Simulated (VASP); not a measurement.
# ZnS: single point with r2SCAN

The system is ZnS.

```
CELL_PARAMETERS angstrom
3.81100 0.00000 0.00000
-1.90550 3.30042 0.00000
0.00000 0.00000 6.23400
ATOMIC_POSITIONS crystal
Zn 0.33333 0.66667 0.09625
Zn 0.66667 0.33333 0.50000
S 0.33333 0.66667 0.38500
S 0.66667 0.33333 0.88500
```

This cell differs from its parent crystal: atom 1 (Zn) moved by (+0.000, +0.600) A along x and z.

```
Program                : VASP 6.6.1
Task                   : single point
Functional             : r2SCAN
Potentials or basis    : VASP PAW PBE potentials, release 64 (Zn, S)
Cutoff                 : 520 eV
k mesh                 : 6 × 6 × 4
Occupations            : gaussian, width 0.05 eV
Spin                   : no spin polarisation
Dipole correction      : no
Further INCAR settings : ALGO = Normal; EDIFF = 1e-07; NBANDS = 26
```

- Pressure: 10.3 GPa
- Largest force: 13.138 eV/Å
- Band gap on the k mesh: 1.71 eV, direct

Forces in eV/Å, atoms in the order of the input:
```
Zn    0.000   0.000 -13.138
Zn    0.000   0.000   1.577
S     0.000   0.000  10.546
S     0.000   0.000   1.015
```

Stress tensor (GPa, compression positive):
```
-1.26  0.00  0.00
 0.00 -1.26  0.00
 0.00  0.00 33.49
```

Levels at points of the mesh, in eV from the valence-band top:
| k point | band 14 | band 15 | band 16 | band 17 | band 18 | band 19 | band 20 | band 21 | band 22 | band 23 |
| --- | --- | --- | --- | --- | --- | --- | --- | --- | --- | --- |
| (0.00, 0.00, 0.00) | -2.29 | -2.29 | -1.03 | 0.00 | 0.00 | 1.71 | 3.44 | 5.60 | 5.60 | 7.08 |
| (0.50, 0.00, 0.00) | -4.71 | -3.53 | -3.52 | -2.57 | -0.65 | 2.87 | 4.26 | 4.68 | 5.84 | 7.11 |
| (0.00, 0.00, 0.50) | -3.24 | -2.18 | -2.18 | -0.18 | -0.18 | 2.57 | 4.47 | 5.71 | 5.71 | 6.58 |
| (0.50, 0.00, 0.50) | -4.92 | -3.31 | -2.65 | -1.86 | -1.04 | 2.52 | 3.10 | 4.62 | 6.15 | 7.37 |

It took 88 s on 1 thread of Intel(R) Xeon(R) 6975P-C (Granite Rapids) (shared host), peak memory 0.21 GiB.

Caveat: the cell differs from its parent crystal (atom 1 (Zn) moved by (+0.000, +0.600) A along x and z); the PAW data sets were made with another functional, which shifts forces and pressure a little.
